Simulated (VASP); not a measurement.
Write the native input for VASP 6.6.1 that does the following.

```yaml
Task: single point
Functional: LDA
Potentials_or_basis: VASP PAW LDA potentials, release 64 (Hf_pv, N)
Cutoff: 520 eV
k_mesh: 9 × 9 × 9
Occupations: fermi-dirac, width 0.03 eV
Spin: no spin polarisation
Dipole_correction: no
Further_INCAR_settings: ALGO = Normal; EDIFF = 1e-06; NBANDS = 14
```

The structure of HfN lies in POSCAR:

```
HfN
1.0
    0.0000000000      2.2560000000      2.2560000000
    2.2560000000      0.0000000000      2.2560000000
    2.2560000000      2.2560000000      0.0000000000
Hf N
1 1
Direct
   -0.0300000000     -0.0300000000      0.0300000000
    0.5300000000      0.5300000000      0.4700000000
```

This cell differs from its parent crystal: shortest bond scaled by 0.88.

One way to write it, as run:

INCAR

```
SYSTEM = HfN
PREC = Accurate ; ENCUT = 520
EDIFF = 1E-6 ; ISMEAR = -1
SIGMA = 0.03 ; LREAL = .FALSE.
LASPH = .TRUE. ; NELM = 100
ALGO = Normal ; ISIF = 2
LWAVE = .FALSE. ; LCHARG = .FALSE.
GGA = CA ; NBANDS = 14
```

KPOINTS

```
regular mesh
0
G
  9 9 9
  0 0 0
```

Potentials or basis: VASP PAW LDA potentials, release 64 (Hf_pv, N).

Run with:

```sh
$ cat potpaw_LDA.64/Hf_pv/POTCAR potpaw_LDA.64/N/POTCAR > POTCAR
$ mpirun -np 1 vasp_std > vasp.out
```

It gave:

| Property | Result |
| --- | --- |
| Pressure | 0.7 GPa |
| Largest force | 3.422 eV/Å |

Caveat: the cell differs from its parent crystal (shortest bond scaled by 0.88); forces of over 1 eV/Å act on the atoms, so gaps and moduli don't describe the material at rest.

It took 17 s on 1 thread of AMD EPYC 7R13 Processor (Zen 3), with other jobs on the host, peak memory 0.12 GiB.
